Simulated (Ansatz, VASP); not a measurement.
# SiC in VASP and in Ansatz

Contents of INCAR:

```
PREC = Accurate
ENCUT = 520
EDIFF = 1E-7
ISMEAR = -1
SIGMA = 0.02
LREAL = F
LASPH = T
NELM = 100
ALGO = Normal
ISIF = 2
LWAVE = F
LCHARG = F
GGA = PE
NBANDS = 26
```

KPOINTS

```
Automatic mesh
0
Gamma
  12 12 4
```

POSCAR

```
SiC
1.0
    3.0160039324      0.0000000000      0.0000000000
   -1.5080019662      2.6119360233      0.0000000000
    0.0000000000      0.0000000000     10.1147403814
Si C
4 4
Direct
    0.0000000000      0.0000000000      0.0004988879
    0.3333333333      0.6666666667      0.2505128233
    0.0000000000      0.0000000000      0.5004988879
    0.6666666667      0.3333333333      0.7505128233
    0.0000000000      0.0000000000      0.1867146946
    0.3333333333      0.6666666667      0.4372735942
    0.0000000000      0.0000000000      0.6867146946
    0.6666666667      0.3333333333      0.9372735942
```

Input for Ansatz:

```yaml
crystal:
  lattice:
    - [3.0160039324, 0.0, 0.0]
    - [-1.5080019662, 2.6119360233, 0.0]
    - [0.0, 0.0, 10.1147403814]
  atoms:
    - { symbol: Si, position: [0.0, 0.0, 0.0004988879] }
    - { symbol: Si, position: [0.3333333333, 0.6666666667, 0.2505128233] }
    - { symbol: Si, position: [0.0, 0.0, 0.5004988879] }
    - { symbol: Si, position: [0.6666666667, 0.3333333333, 0.7505128233] }
    - { symbol: C, position: [0.0, 0.0, 0.1867146946] }
    - { symbol: C, position: [0.3333333333, 0.6666666667, 0.4372735942] }
    - { symbol: C, position: [0.0, 0.0, 0.6867146946] }
    - { symbol: C, position: [0.6666666667, 0.3333333333, 0.9372735942] }
kpoints:
  mp_grid: { grid: [12, 12, 4] }
  band_path:
    path:
      - [0.0, 0.0, 0.0]
      - [0.5, 0.0, 0.0]
      - [0.3333333333, 0.3333333333, 0.0]
      - [0.0, 0.0, 0.5]
      - [0.5, 0.0, 0.5]
      - [0.3333333333, 0.3333333333, 0.5]
      - [0.0, 0.5, 0.0]
    npoints: 1
hamiltonian:
  xc: pbe
scf:
  occupations: { method: fermi_dirac, width: 0.02 }
  n_extra_bands: 6
output:
  forces: true
  stress: true
  eigenvalues: true
```

Change from the starting cell: epitaxial_xy strain -2.0%.

Alike in both runs: task single point; functional PBE; k mesh 12 × 12 × 4; occupations fermi-dirac, width 0.02 eV; no spin polarisation.

|  | VASP | Ansatz |
| --- | --- | --- |
| version | VASP 6.6.1 | Ansatz 0.2.0 |
| potentials or method | VASP PAW PBE potentials, release 64 (Si, C) | plane waves, PAW |
| plane-wave cutoff (eV) | 520 | 420 |
| valence electrons in the cell | 32 | 32 |

Ansatz gave:

| Quantity | Value |
| --- | --- |
| gap on the k mesh at the Fermi level (eV) | 2.06 |
| pressure (GPa) | 12.5 |
| traceless stress, the component that is largest in VASP (GPa) | -8.73 |
| rms of the force components (eV/Å) | 0.017 |

What did VASP give for the same quantities?

gap on the k mesh at the Fermi level (eV): 2.06; pressure (GPa): 12.4; traceless stress, the component that is largest in VASP (GPa): -8.77; rms of the force components (eV/Å): 0.017.

Atom by atom the forces differ by 0.001 eV/Å (rms over components).
